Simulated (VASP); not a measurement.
# TaN (P-6m2) in VASP: further runs, part 2 of 2

VASP 6.6.1.

## (3) Single point, LDA (9.49 Å³/atom)

This run uses another cell than the first one, of 9.49 Å³/atom.

Contents of INCAR:

```
ALGO = Normal
EDIFF = 1E-6
ENCUT = 520
ISIF = 2
ISMEAR = 0
LASPH = True
LCHARG = True
LELF = True
LREAL = False
LVHAR = True
LWAVE = False
NBANDS = 15
NELM = 60
PREC = Accurate
SIGMA = 0.1
```

Contents of KPOINTS:

```
k-points
0
Gamma
  18 18 14
```

Contents of POSCAR:

```
TaN
1.0
    2.8105269222      0.0000000000      0.0000000000
   -1.4052634611      2.4339877127      0.0000000000
    0.0000000000      0.0000000000      2.7752006912
Ta N
1 1
Direct
    0.0000000000      0.0000000000      0.5000000000
    0.6666666667      0.3333333333      0.0000000000
```

Potentials or basis: VASP PAW LDA potentials, release 64 (Ta_pv, N).

Run with:

```sh
$ cat potpaw_LDA.64/Ta_pv/POTCAR potpaw_LDA.64/N/POTCAR > POTCAR
$ mpirun -np 1 vasp_std > vasp.out
```

OUTCAR:

```text
EDIFF = 1E-6
   ENCUT = 520
   ISIF = 2
   ISMEAR = 0
   LASPH = True
   LREAL = False
   NELM = 60
   PREC = Accurate

 ion  position               nearest neighbor table
   1  0.000  0.000  0.500-   2 2.14   2 2.14   2 2.14   2 2.14   2 2.14   2 2.14
   2  0.667  0.333  0.000-   1 2.14   1 2.14   1 2.14   1 2.14   1 2.14   1 2.14

  LATTYP: Found a hexagonal cell.
 ALAT       =     2.8105269222
 C/A-ratio  =     0.9874307445

  Lattice vectors:

 A1 = (   2.8105269222,   0.0000000000,   0.0000000000)
 A2 = (  -1.4052634611,   2.4339877127,   0.0000000000)
 A3 = (   0.0000000000,   0.0000000000,   2.7752006912)

Analysis of symmetry for initial positions (statically):
=====================================================================
 Subroutine PRICEL returns:
 Original cell was already a primitive cell.

 Routine SETGRP: Setting up the symmetry group for a
 hexagonal supercell.

 Subroutine GETGRP returns: Found 12 space group operations
 (whereof 12 operations were pure point group operations)
 out of a pool of 24 trial point group operations.

The static configuration has the point symmetry D_3h.

Analysis of symmetry for dynamics (positions and initial velocities):
=====================================================================
 Subroutine PRICEL returns:
 Original cell was already a primitive cell.

 Routine SETGRP: Setting up the symmetry group for a
 hexagonal supercell.

 Subroutine GETGRP returns: Found 12 space group operations
 (whereof 12 operations were pure point group operations)
 out of a pool of 24 trial point group operations.

The dynamic configuration has the point symmetry D_3h.

 Subroutine INISYM returns: Found 12 space group operations
 (whereof 12 operations are pure point group operations),
 and found     1 'primitive' translations

----------------------------------------------------------------------------------------

                                     Primitive cell

  volume of cell :      18.9846

  direct lattice vectors                    reciprocal lattice vectors
     2.810526922  0.000000000  0.000000000     0.355805167  0.205424209  0.000000000
    -1.405263461  2.433987713  0.000000000     0.000000000  0.410848418  0.000000000
     0.000000000  0.000000000  2.775200691     0.000000000  0.000000000  0.360334301

  length of vectors
     2.810526922  2.810526922  2.775200691     0.410848418  0.410848418  0.360334301

  position of ions in fractional coordinates (direct lattice)
     0.000000000  0.000000000  0.500000000
     0.666666667  0.333333333  0.000000000

  ion indices of the primitive-cell ions
   primitive index   ion index
                 1           1
                 2           2

----------------------------------------------------------------------------------------

 KPOINTS: k-points

Automatic generation of k-mesh.
 Grid dimensions read from file:
 generate k-points for:   18   18   14

 Generating k-lattice:

  Cartesian coordinates                     Fractional coordinates (reciprocal lattice)
     0.019766954  0.011412456  0.000000000     0.055555556  0.000000000  0.000000000
     0.000000000  0.022824912  0.000000000     0.000000000  0.055555556  0.000000000
     0.000000000  0.000000000  0.025738164     0.000000000  0.000000000  0.071428571

  Length of vectors
     0.022824912  0.022824912  0.025738164

  Shift w.r.t. Gamma in fractional coordinates (k-lattice)
     0.000000000  0.000000000  0.000000000

 Subroutine IBZKPT returns following result:
 ===========================================

 Found    296 irreducible k-points:

 Following reciprocal coordinates:
            Coordinates               Weight
  0.000000  0.000000  0.000000      1.000000
  0.055556  0.000000  0.000000      6.000000
  0.111111  0.000000  0.000000      6.000000
  0.166667  0.000000  0.000000      6.000000
  0.222222  0.000000  0.000000      6.000000
  0.277778 -0.000000  0.000000      6.000000
[... 16 lines left out ...]
  0.333333  0.111111  0.000000     12.000000
  0.388889  0.111111  0.000000     12.000000
 [... further k-points ...]
   k-points           NKPTS =    296   k-points in BZ     NKDIM =    296   number of bands    NBANDS=     15
   number of dos      NEDOS =    301   number of ions     NIONS =      2
   total plane-waves  NPLWV =  13824
   dimension x,y,z NGX =    24 NGY =   24 NGZ =   24
   dimension x,y,z NGXF=    48 NGYF=   48 NGZF=   48
   ions per type =               1   1
   NGX,Y,Z   is equivalent  to a cutoff of  14.20, 14.20, 14.38 a.u.
   NGXF,Y,Z  is equivalent  to a cutoff of  28.39, 28.39, 28.75 a.u.
 SYSTEM =  unknown system
   PREC   = accura    normal or accurate (medium, high low for compatibility)
   ISTART =      0    job   : 0-new  1-cont  2-samecut
   ICHARG =      2    charge: 1-file 2-atom 10-const
   ISPIN  =      1    spin polarized calculation?
   LNONCOLLINEAR =      F non collinear calculations
   LSORBIT =      F    spin-orbit coupling
   LASPH  =      T    aspherical Exc in radial PAW
   ENCUT  =  520.0 eV  38.22 Ry    6.18 a.u.   5.23  5.23  5.16*2*pi/ulx,y,z
   NELM   =     60;   NELMIN=  2; NELMDL= -5     # of ELM steps
   EDIFF  = 0.1E-05   stopping-criterion for ELM
   LREAL  =      F    real-space projection
   EDIFFG = 0.1E-04   stopping-criterion for IOM
   NSW    =      0    number of steps for IOM
   IBRION =     -1    ionic relax: 0-MD 1-quasi-New 2-CG
   NFREE  =      0    steps in history (QN), initial steepest desc. (CG)
   ISIF   =      2    stress and relaxation
   ISYM   =      2    0-nonsym 1-usesym 2-fastsym
   POTIM  = 0.5000    time-step for ionic-motion
   TEBEG  =    0.0;   TEEND  =   0.0 temperature during run
   PSTRESS=    0.0 pullay stress
   NELECT =      16.0000    total number of electrons
   NUPDOWN=      -1.0000    fix difference up-down
   EMIN   =  10.00;   EMAX   =-10.00  energy-range for DOS
   EFERMI =   0.00;   METHOD = LEGACY
   ISMEAR =     0;   SIGMA  =   0.10  broadening in eV -4-tet -1-fermi 0-gaus
   EFERMI_NEDOS =   21; number of points for ismear=-14 and -15
   IALGO  =     38    algorithm
   IMIX   =      4    mixing-type and parameters
     AMIX     =   0.40;   BMIX     =  1.00
     AMIX_MAG =   1.60;   BMIX_MAG =  1.00
  volume/ion in A,a.u.               =       9.49        64.06
  Fermi-wavevector in a.u.,A,eV,Ry     =   1.546374  2.922224 32.535255  2.391274
  Thomas-Fermi vector in A             =   2.651620
   LORBIT       =      0    0 simple, 1 ext, 2 COOP (PROOUT), +10 PAW based schemes
   GGA     = CA    functional components
   LHFCALC =     F    Hartree Fock is set to
   AEXX    =    0.0000 exact exchange contribution
   IVDW    =     0    specifies the selected vdW correction
   LEPSILON=     F    determine dielectric tensor
   LRPA    =     F    only Hartree local field effects (RPA)
 non-spin polarized calculation
 Gauss-broadening in eV      SIGMA  =   0.10
  energy-cutoff  :      520.00
  volume of cell :       18.98
 maximum number of plane-waves:       527
 NGX is ok and might be reduce to    24
   NGX = 11   NGY = 11   NGZ = 11

 number of electron      16.0000001 magnetization

 Free energy of the ion-electron system (eV)
  ---------------------------------------------------
  ext. energy  EPLUGINS =         0.00000000
  ---------------------------------------------------
  free energy    TOTEN  =       -24.45019277 eV

  energy without entropy =      -24.44971517  energy(sigma->0) =      -24.44995397

 E-fermi :   9.4955     XC(G=0): -14.2775

 val. band max:        9.4736890831   @ k =   0.0556   0.0000   0.5000
 cond. band min:       9.5076387931   @ k =   0.0556   0.0000   0.4286
 fundamental gap:      0.0339497100
 Fermi energy:         9.4954839603

 k-point     1 :       0.0000    0.0000    0.0000
  band No.  band energies     occupation
      1     -24.7853      2.00000
      2     -24.4039      2.00000
      3     -24.4039      2.00000
      4      -8.9870      2.00000
      5       4.4402      2.00000
      6       4.4402      2.00000
      7       4.6653      2.00000
      8       6.4873      2.00000
      9      12.9246      0.00000
     10      13.6787      0.00000
     11      13.6787      0.00000
     12      14.2079      0.00000
     13      14.2079      0.00000
     14      22.3700      0.00000
     15      23.7636      0.00000
[... 397 lines left out ...]
 k-point    24 :       0.3889    0.1111    0.0000
  band No.  band energies     occupation
      1     -25.9555      2.00000
      2     -24.8898      2.00000
      3     -24.5403      2.00000
      4      -6.0712      2.00000
      5       0.7902      2.00000
      6       3.6866      2.00000
      7       4.8979      2.00000
      8       6.9627      2.00000
      9      12.0750      0.00000
     10      13.1718      0.00000
     11      15.0338      0.00000
     12      16.5063      0.00000
     13      19.7235      0.00000
     14      22.3676      0.00000
     15      23.5580      0.00000

 [... further k-points ...]
[... 5 lines left out ...]
  --------------------------------------------------------------------------------------
  -------------------------------------------------------------------------------------
  Total        5.5333555      5.5333555      5.5775092      0.0000000     -0.0000000      0.0000000
  in kB      466.9803720    466.9803720    470.7066679      0.0000000     -0.0000000      0.0000000
  external PRESSURE =     468.2224706 kB  Pullay stress =       0.0000000 kB

 VOLUME and BASIS-vectors are now :
 -----------------------------------------------------------------------------
  energy-cutoff  :      520.00
  volume of cell :       18.98
      direct lattice vectors                 reciprocal lattice vectors
     2.810526922  0.000000000  0.000000000     0.355805167  0.205424209  0.000000000
    -1.405263461  2.433987713  0.000000000     0.000000000  0.410848418  0.000000000
     0.000000000  0.000000000  2.775200691     0.000000000  0.000000000  0.360334301

 POSITION                                       TOTAL-FORCE (eV/Angst)
 -----------------------------------------------------------------------------------
      0.00000      0.00000      1.38760         0.000000     -0.000000      0.000000
      1.40526      0.81133      0.00000        -0.000000      0.000000      0.000000
 -----------------------------------------------------------------------------------
    total drift:                               -0.000000      0.000000      0.000000

  FREE ENERGIE OF THE ION-ELECTRON SYSTEM (eV)
  ---------------------------------------------------
  free  energy   TOTEN  =       -24.4501927675 eV

  energy  without entropy=      -24.4497151660  energy(sigma->0) =      -24.44995397
```

stdout:

```text
POSCAR found type information on POSCAR TaN
 POSCAR found :  2 types and       2 ions
 scaLAPACK will be used
 LDA part: xc-table for (Slater(with rela. corr.)+CA(PZ))
 , standard interpolation
 POSCAR, INCAR and KPOINTS ok, starting setup
 FFT: planning ... GRIDC
 FFT: planning ... GRID_SOFT
 FFT: planning ... GRID
 WAVECAR not read
 entering main loop
```

It took 1.8 min on 1 thread of Intel Xeon 8259CL, shared host; peak memory 0.2 GiB.

What came out:

* Free energy: -24.4502 eV
* Pressure: 46.8 GPa
* Band gap on the k mesh: zero (bands 8 and 9 overlap by 0.38 eV)

Stress tensor (GPa, compression positive):
```
46.70  0.00  0.00
 0.00 46.70  0.00
 0.00  0.00 47.07
```

Levels at points of the mesh, in eV from the Fermi level:
| k point | band 6 | band 7 | band 8 | band 9 | band 10 | band 11 |
| --- | --- | --- | --- | --- | --- | --- |
| (0.00, 0.00, 0.00) | -5.06 | -4.83 | -3.01 | 3.43 | 4.18 | 4.18 |
| (0.50, 0.00, 0.00) | -5.89 | -4.02 | -3.28 | 3.47 | 4.91 | 5.93 |
| (0.00, 0.00, 0.50) | -4.12 | -4.12 | -0.15 | -0.15 | 2.75 | 3.72 |
| (0.50, 0.00, 0.50) | -6.57 | -6.37 | 0.05 | 5.18 | 6.44 | 7.24 |

Caveat: the cell stands under pressure; spin-orbit coupling is left out, which moves the levels of the heavy elements.

## (4) Single point, LDA (9.81 Å³/atom)

This run uses another cell than the first one, of 9.81 Å³/atom.

Contents of INCAR:

```
SYSTEM = TaN
ALGO = Normal
EDIFF = 1E-7
ENCUT = 520
ISIF = 2
ISMEAR = 0
LASPH = .TRUE.
LCHARG = .FALSE.
LREAL = .FALSE.
LWAVE = .FALSE.
NBANDS = 15
NELM = 80
PREC = Accurate
SIGMA = 0.1
```

Contents of KPOINTS:

```
k-points
0
G
  18 18 14
  0 0 0
```

Contents of POSCAR:

```
TaN
1.0
    2.8431984338      0.0000000000      0.0000000000
   -1.4215992169      2.4622820717      0.0000000000
    0.0000000000      0.0000000000      2.8011864274
Ta N
1 1
Direct
    0.0000000000      0.0000000000      0.5000000000
    0.6666666667      0.3333333333      0.0000000000
```

Run with:

```sh
$ cat potpaw_LDA.64/Ta_pv/POTCAR potpaw_LDA.64/N/POTCAR > POTCAR
$ mpirun -np 1 vasp_std > vasp.out
```

It took 1.7 min on 1 thread of Intel Xeon 8259CL, shared host; peak memory 0.2 GiB.

It converged, with:

```yaml
Free_energy: -24.5989 eV
Pressure: 29.5 GPa
Band_gap_on_the_k_mesh: zero (bands 8 and 9 overlap by 0.38 eV)
```

Stress tensor (GPa, compression positive):
```
29.36  0.00  0.00
 0.00 29.36  0.00
 0.00  0.00 29.70
```

Levels at points of the mesh, in eV from the Fermi level:
```
           k point  band 6  band 7  band 8  band 9  band 10  band 11
(0.00, 0.00, 0.00)   -4.90   -4.63   -2.95    3.18     4.06     4.06
(0.50, 0.00, 0.00)   -5.66   -3.85   -3.22    3.36     4.70     5.77
(0.00, 0.00, 0.50)   -4.00   -4.00   -0.11   -0.11     2.71     3.63
(0.50, 0.00, 0.50)   -6.44   -6.16   -0.02    4.94     6.17     6.95
```

Caveat: the cell stands under pressure; spin-orbit coupling is left out, which moves the levels of the heavy elements.

## (5) Overview

| task | cell | k mesh | cutoff (eV) | gap on the mesh (eV) | pressure (GPa) |
| --- | --- | --- | --- | --- | --- |
| relaxation of cell and atoms | relaxed from a = 2.940, b = 2.940, c = 2.890 Å, angles 90.0, 90.0, 120.0°, 2 atoms | 9 × 9 × 8 | 600 | none | -0.4 |
| single point | a = 2.811, b = 2.811, c = 2.775 Å, angles 90.0, 90.0, 120.0°, 2 atoms | 18 × 18 × 14 | 520 | none | 46.8 |
| single point | a = 2.843, b = 2.843, c = 2.801 Å, angles 90.0, 90.0, 120.0°, 2 atoms | 18 × 18 × 14 | 520 | none | 29.5 |

Alike in all rows: level LDA; potentials or basis VASP PAW LDA potentials, release 64 (Ta_pv, N); no spin polarisation; smearing gaussian 0.1 eV.

Caveats: spin-orbit coupling is left out, which moves the levels of the heavy elements; the cell stands under pressure (at least some runs).

Total energies depend on the potentials used, so only differences within one code and one set of settings carry meaning.
